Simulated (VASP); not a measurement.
# La (I4_1/amd) in VASP: a series of runs

La is run at these levels: PBE; tasks: single point.

Everything below comes from runs of VASP 6.6.1. Logs are shortened: lines on timing, memory, paths and dates and some standing lists are left out, and cuts for length are marked.

### Step 1. The cell of the first run

The structure is tetragonal, space group I4_1/amd (No. 141). Conventional cell: a = 5.889 Å, b = 5.889 Å, c = 3.587 Å, α = 90.00°, β = 90.00°, γ = 90.00°. Within 4.1 Å of La (site symmetry -4m2) lie 10 La at 3.08 to 3.99 Å.

### Step 2. Single point, PBE

INCAR reads:

```
SYSTEM = La
  ALGO = Normal
  EDIFF = 1E-7
  ENCUT = 520
  GGA = PE
  ISIF = 2
  ISMEAR = -1
  LASPH = .TRUE.
  LCHARG = .FALSE.
  LREAL = .FALSE.
  LWAVE = .FALSE.
  NBANDS = 18
  NELM = 60
  PREC = Accurate
  SIGMA = 0.05
```

KPOINTS reads:

```
k-points
0
G
  13 13 13
  0 0 0
```

POSCAR reads:

```
La
1.0
   -2.9446184045      2.9446184045      1.7934138829
    2.9446184045     -2.9446184045      1.7934138829
    2.9446184045      2.9446184045     -1.7934138829
La
2
Direct
   -0.3750000000     -0.1250000000     -0.2500000000
    0.3750000000      0.1250000000      0.2500000000
```

Potentials or basis: VASP PAW PBE potentials, release 64 (La).

Started as:

```console
$ cat potpaw_PBE.64/La/POTCAR > POTCAR
$ mpirun -np 1 vasp_std > vasp.out
```

OUTCAR:

```text
SYSTEM = La
   EDIFF = 1E-7
   ENCUT = 520
   GGA = PE
   ISIF = 2
   ISMEAR = -1
   LASPH = .TRUE.
   LREAL = .FALSE.
   NELM = 60
   PREC = Accurate

 ion  position               nearest neighbor table
   1  0.625  0.875  0.750-   2 3.08   2 3.08   2 3.08   2 3.08
   2  0.375  0.125  0.250-   1 3.08   1 3.08   1 3.08   1 3.08

  LATTYP: Found a body centered tetragonal cell.
 ALAT       =     5.8892368090
 C/A-ratio  =     0.6090479772

  Lattice vectors:

 A1 = (  -2.9446184045,   2.9446184045,   1.7934138829)
 A2 = (   2.9446184045,  -2.9446184045,   1.7934138829)
 A3 = (   2.9446184045,   2.9446184045,  -1.7934138829)

Analysis of symmetry for initial positions (statically):
=====================================================================
 Subroutine PRICEL returns:
 Original cell was already a primitive cell.

 Routine SETGRP: Setting up the symmetry group for a
 body centered tetragonal supercell.

 Subroutine GETGRP returns: Found 16 space group operations
 (whereof  4 operations were pure point group operations)
 out of a pool of 16 trial point group operations.

The static configuration has the point symmetry C_2h.
 The point group associated with its full space group is D_4h.

Analysis of symmetry for dynamics (positions and initial velocities):
=====================================================================
 Subroutine PRICEL returns:
 Original cell was already a primitive cell.

 Routine SETGRP: Setting up the symmetry group for a
 body centered tetragonal supercell.

 Subroutine GETGRP returns: Found 16 space group operations
 (whereof  4 operations were pure point group operations)
 out of a pool of 16 trial point group operations.

The dynamic configuration has the point symmetry C_2h.
 The point group associated with its full space group is D_4h.

 Subroutine INISYM returns: Found 16 space group operations
 (whereof  4 operations are pure point group operations),
 and found     1 'primitive' translations

----------------------------------------------------------------------------------------

                                     Primitive cell

  volume of cell :      62.2012

  direct lattice vectors                    reciprocal lattice vectors
    -2.944618404  2.944618404  1.793413883     0.000000000  0.169801289  0.278797886
     2.944618404 -2.944618404  1.793413883     0.169801289  0.000000000  0.278797886
     2.944618404  2.944618404 -1.793413883     0.169801289  0.169801289  0.000000000

  length of vectors
     4.534080773  4.534080773  4.534080773     0.326436424  0.326436424  0.240135285

  position of ions in fractional coordinates (direct lattice)
     0.625000000  0.875000000  0.750000000
     0.375000000  0.125000000  0.250000000

  ion indices of the primitive-cell ions
   primitive index   ion index
                 1           1
                 2           2

----------------------------------------------------------------------------------------

 KPOINTS: k-points

Automatic generation of k-mesh.
 Grid dimensions read from file:
 generate k-points for:   13   13   13

 Generating k-lattice:

  Cartesian coordinates                     Fractional coordinates (reciprocal lattice)
     0.000000000  0.013061638  0.021445991     0.076923077 -0.000000000  0.000000000
     0.013061638  0.000000000  0.021445991    -0.000000000  0.076923077  0.000000000
     0.013061638  0.013061638  0.000000000     0.000000000  0.000000000  0.076923077

  Length of vectors
     0.025110494  0.025110494  0.018471945

  Shift w.r.t. Gamma in fractional coordinates (k-lattice)
     0.000000000  0.000000000  0.000000000

 Subroutine IBZKPT returns following result:
 ===========================================

 Found    196 irreducible k-points:

 Following reciprocal coordinates:
            Coordinates               Weight
  0.000000  0.000000  0.000000      1.000000
  0.076923  0.000000 -0.000000      8.000000
  0.153846  0.000000 -0.000000      8.000000
  0.230769  0.000000 -0.000000      8.000000
  0.307692  0.000000 -0.000000      8.000000
  0.384615 -0.000000  0.000000      8.000000
[... 16 lines left out ...]
  0.384615  0.153846 -0.000000     16.000000
  0.461538  0.153846 -0.000000     16.000000
 [... further k-points ...]
   k-points           NKPTS =    196   k-points in BZ     NKDIM =    196   number of bands    NBANDS=     18
   number of dos      NEDOS =    301   number of ions     NIONS =      2
   total plane-waves  NPLWV =  46656
   dimension x,y,z NGX =    36 NGY =   36 NGZ =   36
   dimension x,y,z NGXF=    72 NGYF=   72 NGZF=   72
   ions per type =               2
   NGX,Y,Z   is equivalent  to a cutoff of  13.20, 13.20, 13.20 a.u.
   NGXF,Y,Z  is equivalent  to a cutoff of  26.40, 26.40, 26.40 a.u.
 SYSTEM =  La
   PREC   = accura    normal or accurate (medium, high low for compatibility)
   ISTART =      0    job   : 0-new  1-cont  2-samecut
   ICHARG =      2    charge: 1-file 2-atom 10-const
   ISPIN  =      1    spin polarized calculation?
   LNONCOLLINEAR =      F non collinear calculations
   LSORBIT =      F    spin-orbit coupling
   LASPH  =      T    aspherical Exc in radial PAW
   ENCUT  =  520.0 eV  38.22 Ry    6.18 a.u.   8.43  8.43  8.43*2*pi/ulx,y,z
   NELM   =     60;   NELMIN=  2; NELMDL= -5     # of ELM steps
   EDIFF  = 0.1E-06   stopping-criterion for ELM
   LREAL  =      F    real-space projection
   EDIFFG = 0.1E-05   stopping-criterion for IOM
   NSW    =      0    number of steps for IOM
   IBRION =     -1    ionic relax: 0-MD 1-quasi-New 2-CG
   NFREE  =      0    steps in history (QN), initial steepest desc. (CG)
   ISIF   =      2    stress and relaxation
   ISYM   =      2    0-nonsym 1-usesym 2-fastsym
   POTIM  = 0.5000    time-step for ionic-motion
   TEBEG  =    0.0;   TEEND  =   0.0 temperature during run
   PSTRESS=    0.0 pullay stress
   NELECT =      22.0000    total number of electrons
   NUPDOWN=      -1.0000    fix difference up-down
   EMIN   =  10.00;   EMAX   =-10.00  energy-range for DOS
   EFERMI =   0.00;   METHOD = LEGACY
   ISMEAR =    -1;   SIGMA  =   0.05  broadening in eV -4-tet -1-fermi 0-gaus
   EFERMI_NEDOS =   21; number of points for ismear=-14 and -15
   IALGO  =     38    algorithm
   IMIX   =      4    mixing-type and parameters
     AMIX     =   0.40;   BMIX     =  1.00
     AMIX_MAG =   1.60;   BMIX_MAG =  1.00
  volume/ion in A,a.u.               =      31.10       209.88
  Fermi-wavevector in a.u.,A,eV,Ry     =   1.157754  2.187837 18.237165  1.340394
  Thomas-Fermi vector in A             =   2.294362
   LORBIT       =      0    0 simple, 1 ext, 2 COOP (PROOUT), +10 PAW based schemes
   GGA     = PE    functional components
   LHFCALC =     F    Hartree Fock is set to
   AEXX    =    0.0000 exact exchange contribution
   IVDW    =     0    specifies the selected vdW correction
   LEPSILON=     F    determine dielectric tensor
   LRPA    =     F    only Hartree local field effects (RPA)
 non-spin polarized calculation
  energy-cutoff  :      520.00
  volume of cell :       62.20
 maximum number of plane-waves:      1700
 NGX is ok and might be reduce to    36
   NGX = 17   NGY = 17   NGZ = 17

 number of electron      22.0000002 magnetization

 Free energy of the ion-electron system (eV)
  ---------------------------------------------------
  ext. energy  EPLUGINS =         0.00000000
  ---------------------------------------------------
  free energy    TOTEN  =        -9.13103107 eV

  energy without entropy =       -9.10892136  energy(sigma->0) =       -9.11997622

 E-fermi :   9.5353     XC(G=0): -10.2733

 val. band max:        9.5175012845   @ k =   0.0769   0.0769   0.0769
 cond. band min:       9.5370645667   @ k =  -0.3077   0.1538   0.0000
 fundamental gap:      0.0195632822
 Fermi energy:         9.5352865393

 k-point     1 :       0.0000    0.0000    0.0000
  band No.  band energies     occupation
      1     -23.4849      2.00000
      2     -22.4425      2.00000
      3      -8.0594      2.00000
      4      -8.0594      2.00000
      5      -6.1574      2.00000
      6      -6.0879      2.00000
[... 10 lines left out ...]
     17      10.8378      0.00000
     18      11.9707      0.00000

 k-point     2 :       0.0769    0.0000   -0.0000
  band No.  band energies     occupation
      1     -23.4669      2.00000
      2     -22.4498      2.00000
      3      -8.0605      2.00000
      4      -8.0192      2.00000
      5      -6.2329      2.00000
      6      -6.1649      2.00000
[... 10 lines left out ...]
     17      11.2606      0.00000
     18      11.9148      0.00000

 k-point     3 :       0.1538    0.0000   -0.0000
  band No.  band energies     occupation
      1     -23.4153      2.00000
      2     -22.4713      2.00000
      3      -8.0633      2.00000
      4      -7.9111      2.00000
      5      -6.4560      2.00000
      6      -6.3499      2.00000
[... 10 lines left out ...]
     17      11.5656      0.00000
     18      11.8139      0.00000

 k-point     4 :       0.2308    0.0000   -0.0000
  band No.  band energies     occupation
      1     -23.3378      2.00000
      2     -22.5056      2.00000
      3      -8.0668      2.00000
      4      -7.7773      2.00000
      5      -6.7815      2.00000
      6      -6.5421      2.00000
[... 10 lines left out ...]
     17      11.6867      0.00000
     18      11.7621      0.00000

 k-point     5 :       0.3077    0.0000   -0.0000
  band No.  band energies     occupation
      1     -23.2468      2.00000
      2     -22.5498      2.00000
      3      -8.0696      2.00000
      4      -7.6977      2.00000
      5      -7.0957      2.00000
      6      -6.6576      2.00000
[... 10 lines left out ...]
     17      11.5338      0.00000
     18      11.7294      0.00000

 k-point     6 :       0.3846   -0.0000    0.0000
  band No.  band energies     occupation
      1     -23.1604      2.00000
      2     -22.5965      2.00000
      3      -8.0715      2.00000
      4      -7.7364      2.00000
      5      -7.3068      2.00000
      6      -6.6382      2.00000
[... 10 lines left out ...]
     17      11.6267      0.00000
     18      11.8310      0.00000

 k-point     7 :       0.4615   -0.0000    0.0000
  band No.  band energies     occupation
      1     -23.1041      2.00000
      2     -22.6301      2.00000
      3      -8.0722      2.00000
      4      -7.8108      2.00000
      5      -7.4024      2.00000
      6      -6.5485      2.00000
[... 10 lines left out ...]
     17      11.6804      0.00000
     18      11.6889      0.00000

 k-point     8 :       0.0769    0.0769   -0.0000
  band No.  band energies     occupation
      1     -23.4286      2.00000
      2     -22.4562      2.00000
      3      -8.0123      2.00000
      4      -8.0062      2.00000
      5      -6.3955      2.00000
      6      -6.3793      2.00000
[... 10 lines left out ...]
     17      11.5577      0.00000
     18      11.8328      0.00000
[... 229 lines left out ...]
     17      10.9073      0.00000
     18      11.9621      0.00000

 k-point    20 :       0.1538    0.1538   -0.0000
  band No.  band energies     occupation
      1     -23.2872      2.00000
      2     -22.5056      2.00000
      3      -7.9691      2.00000
      4      -7.8883      2.00000
      5      -6.8933      2.00000
      6      -6.8651      2.00000
[... 10 lines left out ...]
     17      11.6519      0.00000
     18      11.7539      0.00000

 k-point    21 :       0.2308    0.1538    0.0000
  band No.  band energies     occupation
      1     -23.2037      2.00000
      2     -22.5502      2.00000
      3      -8.0218      2.00000
      4      -7.8251      2.00000
      5      -7.1100      2.00000
      6      -6.9668      2.00000
[... 10 lines left out ...]
     17      11.7036      0.00000
     18      11.7830      0.00000

 k-point    22 :       0.3077    0.1538   -0.0000
  band No.  band energies     occupation
      1     -23.1263      2.00000
      2     -22.6066      2.00000
      3      -8.0887      2.00000
      4      -7.7878      2.00000
      5      -7.2724      2.00000
      6      -6.9058      2.00000
[... 10 lines left out ...]
     17      11.6965      0.00000
     18      11.8420      0.00000

 k-point    23 :       0.3846    0.1538   -0.0000
  band No.  band energies     occupation
      1     -23.0758      2.00000
      2     -22.6597      2.00000
      3      -8.1183      2.00000
      4      -7.7491      2.00000
      5      -7.3483      2.00000
      6      -6.7525      2.00000
[... 10 lines left out ...]
     17      11.6414      0.00000
     18      11.7666      0.00000

 k-point    24 :       0.4615    0.1538   -0.0000
  band No.  band energies     occupation
      1     -23.0775      2.00000
      2     -22.6839      2.00000
      3      -8.1030      2.00000
      4      -7.6583      2.00000
      5      -7.3442      2.00000
      6      -6.5612      2.00000
[... 10 lines left out ...]
     17      11.6066      0.00000
     18      11.7543      0.00000

 [... further k-points ...]
[... 5 lines left out ...]
  --------------------------------------------------------------------------------------
  -------------------------------------------------------------------------------------
  Total        1.7081809      1.7081809      1.7361455      0.0000000      0.0000000      0.0000000
  in kB       43.9993113     43.9993113     44.7196246      0.0000000      0.0000000      0.0000000
  external PRESSURE =      44.2394157 kB  Pullay stress =       0.0000000 kB

 VOLUME and BASIS-vectors are now :
 -----------------------------------------------------------------------------
  energy-cutoff  :      520.00
  volume of cell :       62.20
      direct lattice vectors                 reciprocal lattice vectors
    -2.944618404  2.944618404  1.793413883     0.000000000  0.169801289  0.278797886
     2.944618404 -2.944618404  1.793413883     0.169801289  0.000000000  0.278797886
     2.944618404  2.944618404 -1.793413883     0.169801289  0.169801289  0.000000000

 POSITION                                       TOTAL-FORCE (eV/Angst)
 -----------------------------------------------------------------------------------
      2.94462      1.47231      1.34506         0.000000      0.000000      0.000000
      0.00000      1.47231      0.44835        -0.000000     -0.000000     -0.000000
 -----------------------------------------------------------------------------------
    total drift:                               -0.000000     -0.000000      0.000000

  FREE ENERGIE OF THE ION-ELECTRON SYSTEM (eV)
  ---------------------------------------------------
  free  energy   TOTEN  =        -9.1310310680 eV

  energy  without entropy=       -9.1089213638  energy(sigma->0) =       -9.11997622
```

Run time: 4.5 min. Hardware: 1 thread of AMD EPYC 7R13 (Zen 3), shared host; peak memory 0.34 GiB.

What came out:

- Free energy: -9.1310 eV
- Pressure: 4.4 GPa
- Band gap on the k mesh: zero (bands 11 and 12 overlap by 1.63 eV)

Levels at points of the mesh, in eV from the Fermi level:
| k point | band 9 | band 10 | band 11 | band 12 | band 13 | band 14 |
| --- | --- | --- | --- | --- | --- | --- |
| (0.00, 0.00, 0.00) | -2.87 | -2.72 | -0.55 | -0.23 | 0.69 | 1.27 |

Caveat: the cell stands under pressure; spin-orbit coupling is left out, which moves the levels of the heavy elements.

### Step 3. Single point, PBE

INCAR reads:

```
SYSTEM = La
PREC = Accurate ; ENCUT = 520
EDIFF = 1E-6 ; ISMEAR = -1
SIGMA = 0.05 ; LREAL = .False.
LASPH = .True. ; NELM = 100
ALGO = Normal ; ISIF = 2
LWAVE = .False. ; LCHARG = .False.
GGA = PE ; NBANDS = 18
```

KPOINTS reads:

```
Automatic mesh
0
Gamma
  13 13 13
  0 0 0
```

POSCAR reads:

```
La
1.0
   -2.9460011472      2.9460011472      1.7944676667
    2.9460011472     -2.9460011472      1.7944676667
    2.9460011472      2.9460011472     -1.7944676667
La
2
Direct
   -0.3750000000     -0.1250000000     -0.2500000000
    0.3750000000      0.1250000000      0.2500000000
```

Potentials or basis: VASP PAW PBE potentials, release 64 (La).

Started as:

```console
$ cat potpaw_PBE.64/La/POTCAR > POTCAR
$ mpirun -np 1 vasp_std > vasp.out
```

Wall time 4.2 min (1 thread of AMD EPYC 7R13 (Zen 3), shared host); peak memory 0.35 GiB.

The run converged. Its results:

```
Free energy            : -9.1337 eV
Pressure               : 4.4 GPa
Band gap on the k mesh : zero (bands 11 and 12 overlap by 1.63 eV)
```

Levels at points of the mesh, in eV from the Fermi level:
| k point | band 7 | band 8 | band 9 | band 10 | band 11 | band 12 | band 13 | band 14 | band 15 | band 16 |
| --- | --- | --- | --- | --- | --- | --- | --- | --- | --- | --- |
| (0.00, 0.00, 0.00) | -15.09 | -15.09 | -2.86 | -2.72 | -0.55 | -0.23 | 0.69 | 1.27 | 1.27 | 1.30 |

Caveat: the cell stands under pressure; spin-orbit coupling is left out, which moves the levels of the heavy elements.
